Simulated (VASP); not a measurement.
Here is a VASP 6.6.1 calculation.

File INCAR:

```
  PREC = Accurate
  ENCUT = 520
  EDIFF = 1E-6
  ISMEAR = 0
  SIGMA = 0.15
  LREAL = F
  LASPH = T
  NELM = 80
  ALGO = Fast
  ISIF = 2
  LWAVE = F
  LCHARG = T
  GGA = PS
  LELF = T
  LVHAR = T
  NBANDS = 19
```

The input KPOINTS:

```
Automatic mesh
0
Gamma
  18 18 10
```

The input POSCAR:

```
Ti
1.0
   -1.6410000000      1.6410000000      1.6410000000
    1.6410000000     -1.6410000000      1.6410000000
    3.2820000000      3.2820000000      0.0000000000
Ti
2
Direct
   -0.0490148668      0.0490148668      0.0000000000
    0.5490148668      0.4509851332      0.5000000000
```

Potentials or basis: VASP PAW PBE potentials, release 64 (Ti_sv).

Command:

```sh
$ cat potpaw_PBE.64/Ti_sv/POTCAR > POTCAR
$ mpirun -np 1 vasp_std > vasp.out
```

Q: Predict the band gap on the k mesh.

A: Zero (bands 12 and 13 overlap by 1.21 eV).

Q: Predict the largest force.

A: 0.089 eV/Å.

Q: Estimate the pressure.

A: -6.5 GPa.

Stress tensor (GPa, compression positive):
```
-5.98 -3.59  0.00
-3.59 -5.98  0.00
 0.00  0.00 -7.57
```

Caveat: the cell differs from its parent crystal (atoms displaced along a vibrational mode); the cell stands under tension; the PAW data sets were made with another functional, which shifts forces and pressure a little.
